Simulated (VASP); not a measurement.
Input of a VASP 6.6.1 run:

Contents of INCAR:

```
SYSTEM = Be3Co
  ALGO = Normal
  EDIFF = 1E-6
  ENCUT = 520
  GGA = CA
  ISIF = 2
  ISMEAR = 1
  ISPIN = 2
  LASPH = .True.
  LCHARG = .False.
  LMAXMIX = 4
  LORBIT = 11
  LREAL = .False.
  LWAVE = .False.
  MAGMOM = 0 0 0 0
  NBANDS = 20
  NELM = 150
  NUPDOWN = 0.0
  PREC = Accurate
  SIGMA = 0.15
```

File KPOINTS:

```
k-points
0
Gamma
  10 10 10
  0 0 0
```

The input POSCAR:

```
Be3Co
1.0
   -1.5462136300      1.5462136300      3.4937730100
    1.5462136300     -1.5462136300      3.4937730100
    1.5462136300      1.5462136300     -3.4937730100
Be Co
3 1
Direct
    0.7499999993      0.2499999993      0.5000000000
    0.2499999993      0.7499999993      0.5000000000
    0.5000000000      0.5000000000      0.0000000000
    0.0000000000      0.0000000000      0.0000000000
```

Potentials or basis: VASP PAW LDA potentials, release 64 (Be, Co).

Command:

```sh
$ cat potpaw_LDA.64/Be/POTCAR potpaw_LDA.64/Co/POTCAR > POTCAR
$ mpirun -np 1 vasp_std > vasp.out
```

Problem. Estimate the pressure.

Solution. -9.7 GPa.

Stress tensor (GPa, compression positive):
```
 -9.49   0.00   0.00
  0.00  -9.49   0.00
  0.00   0.00 -10.23
```

Caveat: the total moment is fixed, so each spin has its own Fermi level.
